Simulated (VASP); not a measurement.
# BN (P1) in VASP: single point with PBE

Aim: the single point of BN with PBE.

Everything below comes from runs of VASP 6.6.1. Logs are shortened: lines on timing, memory, paths and dates and some standing lists are left out, and cuts for length are marked.

### 1 The cell of the first run

The typed cell holds 4 atoms: a = 2.543 Å, b = 3.591 Å, c = 3.881 Å, α = 113.73°, β = 98.69°, γ = 104.63°.

The cell was built from a structure type or drawn by symmetry, and may not be a known phase.

### 2 Single point, PBE

INCAR

```
SYSTEM = BN
PREC = Accurate
ENCUT = 520
EDIFF = 1E-7
ISMEAR = 0
SIGMA = 0.02
LREAL = .False.
LASPH = .True.
NELM = 60
ALGO = Normal
ISIF = 2
LWAVE = .False.
LCHARG = .True.
GGA = PE
LELF = .True.
LVHAR = .True.
NBANDS = 16
```

KPOINTS

```
Automatic mesh
0
Gamma
  12 10 8
  0 0 0
```

POSCAR

```
BN
1.0
    2.5430926706      0.0006388022     -0.0001508633
   -0.9079497780      3.4740679809     -0.0004329340
   -0.5860263315     -1.7670654153      3.4055119826
B N
2 2
Direct
    0.2284048529      0.5326888438      0.5772366806
    0.0280793025      0.2863349211      0.0699139055
    0.8402632558      0.7694315041      0.8117536438
    0.5414378887      0.4115447311      0.9029104702
```

Potentials or basis: VASP PAW PBE potentials, release 64 (B, N).

The run is started by

```console
$ cat potpaw_PBE.64/B/POTCAR potpaw_PBE.64/N/POTCAR > POTCAR
$ mpirun -np 1 vasp_std > vasp.out
```

OUTCAR:

```text
SYSTEM = BN
   PREC = Accurate
   ENCUT = 520
   EDIFF = 1E-7
   ISMEAR = 0
   LREAL = .False.
   LASPH = .True.
   NELM = 60
   ISIF = 2
   GGA = PE

 ion  position               nearest neighbor table
   1  0.228  0.533  0.577-   3 1.50   3 1.61   4 1.65   2 1.73
   2  0.028  0.286  0.070-   4 1.56   4 1.59   3 1.61   1 1.73
   3  0.840  0.769  0.812-   1 1.50   4 1.52   2 1.61   1 1.61
   4  0.541  0.412  0.903-   3 1.52   2 1.56   2 1.59   1 1.65

  LATTYP: Found a triclinic cell.
 ALAT       =     2.5430927553
 B/A-ratio  =     2.7240360599
 C/A-ratio  =     1.5536111120
 COS(alpha) =     0.0131059087
 COS(beta)  =     0.2655908747
 COS(gamma) =     0.8651437058

  Lattice vectors:

 A1 = (  -2.5430926706,  -0.0006388022,   0.0001508633)
 A2 = (  -5.9941351192,   3.4727903765,  -0.0001312074)
 A3 = (  -1.0491165611,  -1.7076413678,  -3.4049281853)

Analysis of symmetry for initial positions (statically):
=====================================================================
 Subroutine PRICEL returns:
 Original cell was already a primitive cell.

 Routine SETGRP: Setting up the symmetry group for a
 triclinic supercell.

 Subroutine GETGRP returns: Found  1 space group operations
 (whereof  1 operations were pure point group operations)
 out of a pool of  2 trial point group operations.

The static configuration has the point symmetry C_1 .

Analysis of symmetry for dynamics (positions and initial velocities):
=====================================================================
 Subroutine PRICEL returns:
 Original cell was already a primitive cell.

 Routine SETGRP: Setting up the symmetry group for a
 triclinic supercell.

 Subroutine GETGRP returns: Found  1 space group operations
 (whereof  1 operations were pure point group operations)
 out of a pool of  2 trial point group operations.

The dynamic configuration has the point symmetry C_1 .

 Subroutine INISYM returns: Found  1 space group operations
 (whereof  1 operations are pure point group operations),
 and found     1 'primitive' translations

----------------------------------------------------------------------------------------

                                     Primitive cell

  volume of cell :      30.0868

  direct lattice vectors                    reciprocal lattice vectors
     2.543092671  0.000638802 -0.000150863     0.393203366  0.102779017  0.120993488
    -0.907949778  3.474067981 -0.000432934    -0.000063445  0.287849017  0.149349309
    -0.586026332 -1.767065415  3.405511983     0.000017411  0.000041147  0.293665950

  length of vectors
     2.543092755  3.590754979  3.881167209     0.424042259  0.324287337  0.293665953

  position of ions in fractional coordinates (direct lattice)
     0.228404853  0.532688844  0.577236681
     0.028079302  0.286334921  0.069913906
     0.840263256  0.769431504  0.811753644
     0.541437889  0.411544731  0.902910470

  ion indices of the primitive-cell ions
   primitive index   ion index
                 1           1
                 2           2
                 3           3
                 4           4

----------------------------------------------------------------------------------------

 KPOINTS: Automatic mesh

Automatic generation of k-mesh.
 Grid dimensions read from file:
 generate k-points for:   12   10    8

 Generating k-lattice:

  Cartesian coordinates                     Fractional coordinates (reciprocal lattice)
     0.032766947  0.008564918  0.010082791     0.083333333 -0.000000000  0.000000000
    -0.000006345  0.028784902  0.014934931     0.000000000  0.100000000 -0.000000000
     0.000002176  0.000005143  0.036708244     0.000000000 -0.000000000  0.125000000

  Length of vectors
     0.035336855  0.032428734  0.036708244

  Shift w.r.t. Gamma in fractional coordinates (k-lattice)
     0.000000000  0.000000000  0.000000000

 Subroutine IBZKPT returns following result:
 ===========================================

 Found    484 irreducible k-points:

 Following reciprocal coordinates:
            Coordinates               Weight
  0.000000  0.000000  0.000000      1.000000
  0.083333  0.000000  0.000000      2.000000
  0.166667  0.000000  0.000000      2.000000
  0.250000  0.000000  0.000000      2.000000
  0.333333  0.000000  0.000000      2.000000
  0.416667  0.000000  0.000000      2.000000
[... 16 lines left out ...]
  0.250000  0.200000  0.000000      2.000000
  0.333333  0.200000  0.000000      2.000000
 [... further k-points ...]
   k-points           NKPTS =    484   k-points in BZ     NKDIM =    484   number of bands    NBANDS=     16
   number of dos      NEDOS =    301   number of ions     NIONS =      4
   total plane-waves  NPLWV =  16800
   dimension x,y,z NGX =    20 NGY =   28 NGZ =   30
   dimension x,y,z NGXF=    40 NGYF=   56 NGZF=   60
   ions per type =               2   2
   NGX,Y,Z   is equivalent  to a cutoff of  13.07, 12.96, 12.85 a.u.
   NGXF,Y,Z  is equivalent  to a cutoff of  26.15, 25.93, 25.70 a.u.
 SYSTEM =  BN
   PREC   = accura    normal or accurate (medium, high low for compatibility)
   ISTART =      0    job   : 0-new  1-cont  2-samecut
   ICHARG =      2    charge: 1-file 2-atom 10-const
   ISPIN  =      1    spin polarized calculation?
   LNONCOLLINEAR =      F non collinear calculations
   LSORBIT =      F    spin-orbit coupling
   LASPH  =      T    aspherical Exc in radial PAW
   ENCUT  =  520.0 eV  38.22 Ry    6.18 a.u.   4.73  6.68  7.22*2*pi/ulx,y,z
   NELM   =     60;   NELMIN=  2; NELMDL= -5     # of ELM steps
   EDIFF  = 0.1E-06   stopping-criterion for ELM
   LREAL  =      F    real-space projection
   EDIFFG = 0.1E-05   stopping-criterion for IOM
   NSW    =      0    number of steps for IOM
   IBRION =     -1    ionic relax: 0-MD 1-quasi-New 2-CG
   NFREE  =      0    steps in history (QN), initial steepest desc. (CG)
   ISIF   =      2    stress and relaxation
   ISYM   =      2    0-nonsym 1-usesym 2-fastsym
   POTIM  = 0.5000    time-step for ionic-motion
   TEBEG  =    0.0;   TEEND  =   0.0 temperature during run
   PSTRESS=    0.0 pullay stress
   NELECT =      16.0000    total number of electrons
   NUPDOWN=      -1.0000    fix difference up-down
   EMIN   =  10.00;   EMAX   =-10.00  energy-range for DOS
   EFERMI =   0.00;   METHOD = LEGACY
   ISMEAR =     0;   SIGMA  =   0.02  broadening in eV -4-tet -1-fermi 0-gaus
   EFERMI_NEDOS =   21; number of points for ismear=-14 and -15
   IALGO  =     38    algorithm
   IMIX   =      4    mixing-type and parameters
     AMIX     =   0.40;   BMIX     =  1.00
     AMIX_MAG =   1.60;   BMIX_MAG =  1.00
  volume/ion in A,a.u.               =       7.52        50.76
  Fermi-wavevector in a.u.,A,eV,Ry     =   1.326345  2.506428 23.935231  1.759190
  Thomas-Fermi vector in A             =   2.455738
   LORBIT       =      0    0 simple, 1 ext, 2 COOP (PROOUT), +10 PAW based schemes
   GGA     = PE    functional components
   LHFCALC =     F    Hartree Fock is set to
   AEXX    =    0.0000 exact exchange contribution
   IVDW    =     0    specifies the selected vdW correction
   LEPSILON=     F    determine dielectric tensor
   LRPA    =     F    only Hartree local field effects (RPA)
 non-spin polarized calculation
 Gauss-broadening in eV      SIGMA  =   0.02
  energy-cutoff  :      520.00
  volume of cell :       30.09
 maximum number of plane-waves:       825
   NGX =  9   NGY = 13   NGZ = 15

 number of electron      15.9999999 magnetization

 Free energy of the ion-electron system (eV)
  ---------------------------------------------------
  ext. energy  EPLUGINS =         0.00000000
  ---------------------------------------------------
  free energy    TOTEN  =       -29.84582537 eV

  energy without entropy =      -29.84582537  energy(sigma->0) =      -29.84582537

 E-fermi :   5.6833     XC(G=0): -11.3276

 val. band max:        5.4939679574   @ k =   0.1667   0.1000   0.3750
 cond. band min:       7.0992068828   @ k =   0.5000   0.0000   0.0000
 fundamental gap:      1.6052389253
 Fermi energy:         5.6832654420

 k-point     1 :       0.0000    0.0000    0.0000
  band No.  band energies     occupation
      1     -16.1393      2.00000
      2      -7.3121      2.00000
      3      -5.0822      2.00000
      4      -1.2705      2.00000
      5      -0.2252      2.00000
      6       1.3402      2.00000
[... 8 lines left out ...]
     15      18.8684      0.00000
     16      19.8415      0.00000

 k-point     2 :       0.0833    0.0000    0.0000
  band No.  band energies     occupation
      1     -16.0328      2.00000
      2      -7.3660      2.00000
      3      -4.9435      2.00000
      4      -1.2873      2.00000
      5      -0.2076      2.00000
      6       0.6945      2.00000
[... 8 lines left out ...]
     15      18.9956      0.00000
     16      20.0372      0.00000

 k-point     3 :       0.1667    0.0000    0.0000
  band No.  band energies     occupation
      1     -15.7217      2.00000
      2      -7.5096      2.00000
      3      -4.5982      2.00000
      4      -1.5120      2.00000
      5      -0.8126      2.00000
      6       0.5452      2.00000
[... 8 lines left out ...]
     15      19.4215      0.00000
     16      20.2493      0.00000

 k-point     4 :       0.2500    0.0000    0.0000
  band No.  band energies     occupation
      1     -15.2348      2.00000
      2      -7.7509      2.00000
      3      -4.2697      2.00000
      4      -2.4123      2.00000
      5      -0.9473      2.00000
      6       0.5980      2.00000
[... 8 lines left out ...]
     15      19.7480      0.00000
     16      20.1962      0.00000
[... 324 lines left out ...]
 k-point    22 :       0.1667    0.2000   -0.0000
  band No.  band energies     occupation
      1     -15.3248      2.00000
      2      -9.3129      2.00000
      3      -3.5778      2.00000
      4      -1.7414      2.00000
      5      -1.3527      2.00000
      6       1.3169      2.00000
[... 8 lines left out ...]
     15      18.4765      0.00000
     16      19.6823      0.00000

 k-point    23 :       0.2500    0.2000    0.0000
  band No.  band energies     occupation
      1     -14.8182      2.00000
      2      -9.2903      2.00000
      3      -3.8882      2.00000
      4      -2.5613      2.00000
      5      -1.2558      2.00000
      6       1.5735      2.00000
[... 8 lines left out ...]
     15      18.5806      0.00000
     16      20.2898      0.00000

 k-point    24 :       0.3333    0.2000    0.0000
  band No.  band energies     occupation
      1     -14.2696      2.00000
      2      -9.1621      2.00000
      3      -4.9087      2.00000
      4      -2.2712      2.00000
      5      -1.2870      2.00000
      6       1.0578      2.00000
[... 8 lines left out ...]
     15      18.9669      0.00000
     16      20.6075      0.00000

 [... further k-points ...]

------------------------ aborting loop because EDIFF is reached ----------------------------------------

  FORCE on cell =-STRESS in cart. coord.  units (eV):
  Direction    XX          YY          ZZ          XY          YZ          ZX
  --------------------------------------------------------------------------------------
  -------------------------------------------------------------------------------------
  Total        0.0410457      0.0426899     -0.0116551      0.0205473     -0.0232614      0.0242247
  in kB        2.1857622      2.2733161     -0.6206546      1.0941828     -1.2387137      1.2900089
  external PRESSURE =       1.2794746 kB  Pullay stress =       0.0000000 kB

 VOLUME and BASIS-vectors are now :
 -----------------------------------------------------------------------------
  energy-cutoff  :      520.00
  volume of cell :       30.09
      direct lattice vectors                 reciprocal lattice vectors
     2.543092671  0.000638802 -0.000150863     0.393203366  0.102779017  0.120993488
    -0.907949778  3.474067981 -0.000432934    -0.000063445  0.287849017  0.149349309
    -0.586026332 -1.767065415  3.405511983     0.000017411  0.000041147  0.293665950

 POSITION                                       TOTAL-FORCE (eV/Angst)
 -----------------------------------------------------------------------------------
     -0.24108      0.83073      1.96552        -0.027845      0.000018     -0.029455
     -0.22954      0.87122      0.23796         0.003437     -0.013088     -0.000939
      0.96255      1.23917      2.76398         0.034433      0.049161      0.013911
      0.47414     -0.16542      3.07461        -0.010024     -0.036091      0.016483
 -----------------------------------------------------------------------------------
    total drift:                                0.000172      0.000088      0.000118

  FREE ENERGIE OF THE ION-ELECTRON SYSTEM (eV)
  ---------------------------------------------------
  free  energy   TOTEN  =       -29.8458253675 eV

  energy  without entropy=      -29.8458253675  energy(sigma->0) =      -29.84582537
```

Run time: 1.7 min. Hardware: 1 thread of Intel Xeon 6975P-C (Granite Rapids), shared host; peak memory 0.29 GiB.

Results:

| Property | Result |
| --- | --- |
| Free energy | -29.8458 eV |
| Pressure | 0.1 GPa |
| Largest force | 0.062 eV/Å |
| Band gap on the k mesh | 1.61 eV (least direct gap 2.70 eV) |

Forces on the atoms (eV/Å):
```
B   -0.028  0.000 -0.029
B    0.003 -0.013 -0.001
N    0.034  0.049  0.014
N   -0.010 -0.036  0.016
```

Levels at points of the mesh, in eV from the valence-band top:
```tsv
k point	band 4	band 5	band 6	band 7	band 8	band 9	band 10	band 11	band 12	band 13
(0.00, 0.00, 0.00)	-6.76	-5.72	-4.15	-3.33	-2.59	4.87	6.50	7.14	9.03	9.81
(0.50, 0.00, 0.00)	-7.81	-6.62	-5.85	-2.85	-2.20	1.61	4.61	6.19	9.95	12.31
(0.00, 0.50, 0.00)	-7.91	-5.21	-3.34	-1.87	-0.54	3.43	5.39	7.70	9.00	11.20
(0.50, 0.50, 0.00)	-9.91	-6.29	-4.12	-3.02	-2.09	3.30	4.72	7.42	8.92	10.33
(0.00, 0.00, 0.50)	-8.70	-4.28	-3.68	-2.08	-0.32	5.06	6.71	7.62	9.16	10.00
(0.50, 0.00, 0.50)	-8.25	-6.70	-5.68	-3.69	-1.34	2.19	5.25	7.20	9.58	11.57
(0.00, 0.50, 0.50)	-6.05	-5.06	-4.39	-2.46	-0.28	3.34	3.82	7.99	8.69	10.48
(0.50, 0.50, 0.50)	-10.11	-7.21	-4.99	-2.25	-1.22	4.45	5.19	7.47	10.35	11.59
```

A k mesh can miss the band edges.
